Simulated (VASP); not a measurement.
# Tc (R-3m) in VASP: a series of runs

The runs below take Tc through electric field gradients, with PBEsol.

All numbers are computed with VASP 6.6.1; they aren't measurements. Logs are shortened: lines on timing, memory, paths and dates and some standing lists are left out, and cuts for length are marked.

## (1) The cell of the first run

Symmetry: R-3m, No. 166, trigonal system. The conventional cell has a = 2.730 Å, b = 2.730 Å, c = 6.890 Å, α = 90.00°, β = 90.00°, γ = 120.00°. Within 3.6 Å of Tc (site symmetry -3m) lie 12 Tc at 2.73 to 2.79 Å.

## (2) Electric field gradients, PBEsol (equal xy, yz and zx shear strains of +2 %)

Contents of INCAR:

```
ALGO = Normal
EDIFF = 1E-8
ENCUT = 520
GGA = PS
ISIF = 2
ISMEAR = -1
LASPH = T
LCHARG = F
LEFG = T
LREAL = F
LWAVE = F
NBANDS = 12
NELM = 80
PREC = Accurate
SIGMA = 0.03
```

Contents of KPOINTS:

```
k-points
0
Gamma
  18 18 18
```

Contents of POSCAR:

```
Tc
1.0
    0.0390000000      1.9695000000      1.9695000000
    1.9695000000      0.0390000000      1.9695000000
    1.9695000000      1.9695000000      0.0390000000
Tc
1
Direct
    0.0000000000      0.0000000000      0.0000000000
```

Potentials or basis: VASP PAW PBE potentials, release 64 (Tc_pv).

Started as:

```console
$ cat potpaw_PBE.64/Tc_pv/POTCAR > POTCAR
$ mpirun -np 1 vasp_std > vasp.out
```

OUTCAR:

```text
EDIFF = 1E-8
   ENCUT = 520
   GGA = PS
   ISIF = 2
   ISMEAR = -1
   LASPH = T
   LREAL = F
   NELM = 80
   PREC = Accurate

 ion  position               nearest neighbor table
   1  0.000  0.000  0.000-

  LATTYP: Found a trigonal (rhomboedric) cell.
 ALAT       =     2.7855666389
 COS(alpha) =     0.5197000882

  Lattice vectors:

 A1 = (   0.0390000000,   1.9695000000,   1.9695000000)
 A2 = (   1.9695000000,   0.0390000000,   1.9695000000)
 A3 = (   1.9695000000,   1.9695000000,   0.0390000000)

Analysis of symmetry for initial positions (statically):
=====================================================================
 Subroutine PRICEL returns:
 Original cell was already a primitive cell.

 Routine SETGRP: Setting up the symmetry group for a
 trigonal (rhombohedral) supercell.

 Subroutine GETGRP returns: Found 12 space group operations
 (whereof 12 operations were pure point group operations)
 out of a pool of 12 trial point group operations.

The static configuration has the point symmetry D_3d.

Analysis of symmetry for dynamics (positions and initial velocities):
=====================================================================
 Subroutine PRICEL returns:
 Original cell was already a primitive cell.

 Routine SETGRP: Setting up the symmetry group for a
 trigonal (rhombohedral) supercell.

 Subroutine GETGRP returns: Found 12 space group operations
 (whereof 12 operations were pure point group operations)
 out of a pool of 12 trial point group operations.

The dynamic configuration has the point symmetry D_3d.

 Subroutine INISYM returns: Found 12 space group operations
 (whereof 12 operations are pure point group operations),
 and found     1 'primitive' translations

----------------------------------------------------------------------------------------

                                     Primitive cell

  volume of cell :      14.8253

  direct lattice vectors                    reciprocal lattice vectors
     0.039000000  1.969500000  1.969500000    -0.261539477  0.256461041  0.256461041
     1.969500000  0.039000000  1.969500000     0.256461041 -0.261539477  0.256461041
     1.969500000  1.969500000  0.039000000     0.256461041  0.256461041 -0.261539477

  length of vectors
     2.785566639  2.785566639  2.785566639     0.447154815  0.447154815  0.447154815

  position of ions in fractional coordinates (direct lattice)
     0.000000000  0.000000000  0.000000000

  ion indices of the primitive-cell ions
   primitive index   ion index
                 1           1

----------------------------------------------------------------------------------------

 KPOINTS: k-points

Automatic generation of k-mesh.
 Grid dimensions read from file:
 generate k-points for:   18   18   18

 Generating k-lattice:

  Cartesian coordinates                     Fractional coordinates (reciprocal lattice)
    -0.014529971  0.014247836  0.014247836     0.055555556  0.000000000  0.000000000
     0.014247836 -0.014529971  0.014247836     0.000000000  0.055555556  0.000000000
     0.014247836  0.014247836 -0.014529971     0.000000000  0.000000000  0.055555556

  Length of vectors
     0.024841934  0.024841934  0.024841934

  Shift w.r.t. Gamma in fractional coordinates (k-lattice)
     0.000000000  0.000000000  0.000000000

 Subroutine IBZKPT returns following result:
 ===========================================

 Found    580 irreducible k-points:

 Following reciprocal coordinates:
            Coordinates               Weight
  0.000000  0.000000  0.000000      1.000000
  0.055556  0.000000 -0.000000      6.000000
  0.111111  0.000000 -0.000000      6.000000
  0.166667  0.000000  0.000000      6.000000
  0.222222 -0.000000 -0.000000      6.000000
  0.277778  0.000000  0.000000      6.000000
[... 16 lines left out ...]
 -0.277778  0.055556  0.000000     12.000000
 -0.222222  0.055556 -0.000000     12.000000
 [... further k-points ...]
   k-points           NKPTS =    580   k-points in BZ     NKDIM =    580   number of bands    NBANDS=     12
   number of dos      NEDOS =    301   number of ions     NIONS =      1
   total plane-waves  NPLWV =  13824
   dimension x,y,z NGX =    24 NGY =   24 NGZ =   24
   dimension x,y,z NGXF=    48 NGYF=   48 NGZF=   48
   ions per type =               1
   NGX,Y,Z   is equivalent  to a cutoff of  14.32, 14.32, 14.32 a.u.
   NGXF,Y,Z  is equivalent  to a cutoff of  28.65, 28.65, 28.65 a.u.
 SYSTEM =  unknown system
   PREC   = accura    normal or accurate (medium, high low for compatibility)
   ISTART =      0    job   : 0-new  1-cont  2-samecut
   ICHARG =      2    charge: 1-file 2-atom 10-const
   ISPIN  =      1    spin polarized calculation?
   LNONCOLLINEAR =      F non collinear calculations
   LSORBIT =      F    spin-orbit coupling
   LASPH  =      T    aspherical Exc in radial PAW
   ENCUT  =  520.0 eV  38.22 Ry    6.18 a.u.   5.18  5.18  5.18*2*pi/ulx,y,z
   NELM   =     80;   NELMIN=  2; NELMDL= -5     # of ELM steps
   EDIFF  = 0.1E-07   stopping-criterion for ELM
   LREAL  =      F    real-space projection
   EDIFFG = 0.1E-06   stopping-criterion for IOM
   NSW    =      0    number of steps for IOM
   IBRION =     -1    ionic relax: 0-MD 1-quasi-New 2-CG
   NFREE  =      0    steps in history (QN), initial steepest desc. (CG)
   ISIF   =      2    stress and relaxation
   ISYM   =      2    0-nonsym 1-usesym 2-fastsym
   POTIM  = 0.5000    time-step for ionic-motion
   TEBEG  =    0.0;   TEEND  =   0.0 temperature during run
   PSTRESS=    0.0 pullay stress
   NELECT =      13.0000    total number of electrons
   NUPDOWN=      -1.0000    fix difference up-down
   EMIN   =  10.00;   EMAX   =-10.00  energy-range for DOS
   EFERMI =   0.00;   METHOD = LEGACY
   ISMEAR =    -1;   SIGMA  =   0.03  broadening in eV -4-tet -1-fermi 0-gaus
   EFERMI_NEDOS =   21; number of points for ismear=-14 and -15
   IALGO  =     38    algorithm
   IMIX   =      4    mixing-type and parameters
     AMIX     =   0.40;   BMIX     =  1.00
     AMIX_MAG =   1.60;   BMIX_MAG =  1.00
  volume/ion in A,a.u.               =      14.83       100.05
  Fermi-wavevector in a.u.,A,eV,Ry     =   1.566948  2.961102 33.406723  2.455325
  Thomas-Fermi vector in A             =   2.669200
   LORBIT       =      0    0 simple, 1 ext, 2 COOP (PROOUT), +10 PAW based schemes
   GGA     = PS    functional components
   LHFCALC =     F    Hartree Fock is set to
   AEXX    =    0.0000 exact exchange contribution
   IVDW    =     0    specifies the selected vdW correction
   LEPSILON=     F    determine dielectric tensor
   LRPA    =     F    only Hartree local field effects (RPA)
 non-spin polarized calculation
  energy-cutoff  :      520.00
  volume of cell :       14.83
 maximum number of plane-waves:       409
 NGX is ok and might be reduce to    24
   NGX = 11   NGY = 11   NGZ = 11

 number of electron      13.0000000 magnetization

 Free energy of the ion-electron system (eV)
  ---------------------------------------------------
  ext. energy  EPLUGINS =         0.00000000
  ---------------------------------------------------
  free energy    TOTEN  =       -11.14523122 eV

  energy without entropy =      -11.14165734  energy(sigma->0) =      -11.14344428

 E-fermi :  12.0810     XC(G=0): -13.7372

 val. band max:       12.0786713859   @ k =  -0.2778   0.2778   0.1667
 cond. band min:      12.0817352537   @ k =   0.1667   0.1111  -0.0000
 fundamental gap:      0.0030638678
 Fermi energy:        12.0810490445

 k-point     1 :       0.0000    0.0000    0.0000
  band No.  band energies     occupation
      1     -26.2893      2.00000
      2     -26.2099      2.00000
      3     -26.2099      2.00000
      4       4.6906      2.00000
      5      10.0826      2.00000
      6      10.5216      2.00000
      7      10.5216      2.00000
      8      12.9006      0.00000
      9      12.9006      0.00000
     10      26.1049      0.00000
     11      30.9791      0.00000
     12      31.8105      0.00000

 k-point     2 :       0.0556    0.0000   -0.0000
  band No.  band energies     occupation
      1     -26.2978      2.00000
      2     -26.2435      2.00000
      3     -26.2154      2.00000
      4       4.8209      2.00000
      5      10.1273      2.00000
      6      10.4517      2.00000
      7      10.5876      2.00000
      8      12.8523      0.00000
      9      12.8567      0.00000
     10      26.3424      0.00000
     11      30.9365      0.00000
     12      31.4462      0.00000

 k-point     3 :       0.1111    0.0000   -0.0000
  band No.  band energies     occupation
      1     -26.3683      2.00000
      2     -26.2929      2.00000
      3     -26.2310      2.00000
      4       5.1937      2.00000
      5      10.1448      2.00000
      6      10.3749      2.00000
      7      10.7634      2.00000
      8      12.7412      0.00000
      9      12.7563      0.00000
     10      26.9883      0.00000
     11      29.7983      0.00000
     12      31.9812      0.00000
[... 286 lines left out ...]
 k-point    23 :      -0.2778    0.0556    0.0000
  band No.  band energies     occupation
      1     -26.9955      2.00000
      2     -26.3857      2.00000
      3     -26.3388      2.00000
      4       6.9349      2.00000
      5      10.2329      2.00000
      6      10.5042      2.00000
      7      10.8680      2.00000
      8      12.9523      0.00000
      9      13.9888      0.00000
     10      25.6818      0.00000
     11      28.6673      0.00000
     12      34.2854      0.00000

 k-point    24 :      -0.2222    0.0556   -0.0000
  band No.  band energies     occupation
      1     -26.7994      2.00000
      2     -26.3597      2.00000
      3     -26.3084      2.00000
      4       6.6196      2.00000
      5       9.8155      2.00000
      6      10.6281      2.00000
      7      11.0370      2.00000
      8      12.4954      0.00000
      9      13.4158      0.00000
     10      26.7638      0.00000
     11      29.1000      0.00000
     12      33.9552      0.00000

 [... further k-points ...]

------------------------ aborting loop because EDIFF is reached ----------------------------------------

  FORCE on cell =-STRESS in cart. coord.  units (eV):
  Direction    XX          YY          ZZ          XY          YZ          ZX
  --------------------------------------------------------------------------------------
  -------------------------------------------------------------------------------------
  Total       -1.4308450     -1.4308450     -1.4308450     -0.2962825     -0.2962825     -0.2962825
  in kB     -154.6317920   -154.6317920   -154.6317920    -32.0193269    -32.0193269    -32.0193269
  external PRESSURE =    -154.6317920 kB  Pullay stress =       0.0000000 kB

 VOLUME and BASIS-vectors are now :
 -----------------------------------------------------------------------------
  energy-cutoff  :      520.00
  volume of cell :       14.83
      direct lattice vectors                 reciprocal lattice vectors
     0.039000000  1.969500000  1.969500000    -0.261539477  0.256461041  0.256461041
     1.969500000  0.039000000  1.969500000     0.256461041 -0.261539477  0.256461041
     1.969500000  1.969500000  0.039000000     0.256461041  0.256461041 -0.261539477

 POSITION                                       TOTAL-FORCE (eV/Angst)
 -----------------------------------------------------------------------------------
      0.00000      0.00000      0.00000         0.000000     -0.000000      0.000000
 -----------------------------------------------------------------------------------
    total drift:                               -0.000000      0.000000      0.000000

  FREE ENERGIE OF THE ION-ELECTRON SYSTEM (eV)
  ---------------------------------------------------
  free  energy   TOTEN  =       -11.1452312151 eV

  energy  without entropy=      -11.1416573434  energy(sigma->0) =      -11.14344428

 Electric field gradients (V/A^2)
---------------------------------------------------------------------
 ion       V_xx      V_yy      V_zz      V_xy      V_xz      V_yz
---------------------------------------------------------------------
   1      -0.000    -0.000     0.000     5.135     5.135     5.135
---------------------------------------------------------------------

 Electric field gradients after diagonalization (V/A^2)
 (convention: |V_zz| > |V_xx| > |V_yy|)
----------------------------------------------------------------------
 ion       V_xx      V_yy      V_zz     asymmetry (V_yy - V_xx)/ V_zz
----------------------------------------------------------------------
   1      -5.135    -5.135    10.271       0.000
----------------------------------------------------------------------

           NMR quadrupolar parameters

 Cq : quadrupolar parameter    Cq=e*Q*V_zz/h
 eta: asymmetry parameters     (V_yy - V_xx)/ V_zz
 Q  : nuclear electric quadrupole moment in mb (millibarn)
----------------------------------------------------------------------
 ion       Cq(MHz)       eta       Q (mb)
----------------------------------------------------------------------
   1       0.025       0.000       1.000
----------------------------------------------------------------------
```

Wall time 2.4 min (1 thread of Oxide Virtual Turin-like, shared host); peak memory 0.19 GiB.

What came out:

```
Free energy                             : -11.1452 eV
Pressure                                : -15.5 GPa
Band gap on the k mesh                  : zero (an odd number of electrons rules out a gap without spin polarisation)
Largest electric field gradient by atom : Tc +10.3 V/Å²
```

Stress tensor (GPa, compression positive):
```
-15.46  -3.20  -3.20
 -3.20 -15.46  -3.20
 -3.20  -3.20 -15.46
```

Levels at points of the mesh, in eV from the Fermi level:
```csv
k point,band 4,band 5,band 6,band 7,band 8,band 9,band 10,band 11
"(0.00, 0.00, 0.00)",-7.39,-2.00,-1.56,-1.56,0.82,0.82,14.02,18.90
"(0.50, 0.00, 0.00)",-5.36,-2.13,-1.65,1.29,2.61,2.95,10.51,13.59
"(0.50, 0.50, 0.00)",-5.69,-5.10,2.67,3.30,3.35,3.72,12.48,13.15
"(0.50, 0.50, 0.50)",-5.36,-1.78,-1.78,0.87,2.68,2.68,9.93,13.88
```

Electric field gradients, principal values (V/Å²):
```
atom   least  middle  greatest (by size)
1 Tc  -5.135  -5.135              10.271
```

Caveat: the cell differs from its parent crystal (equal xy, yz and zx shear strains of +2 %); the cell stands under tension; without QUAD_EFG the Cq values of the log hold for a quadrupole moment of 1 mb, not for the nuclei; the PAW data sets were made with another functional, which shifts forces and pressure a little.

(Continued in part 2 of 2.)
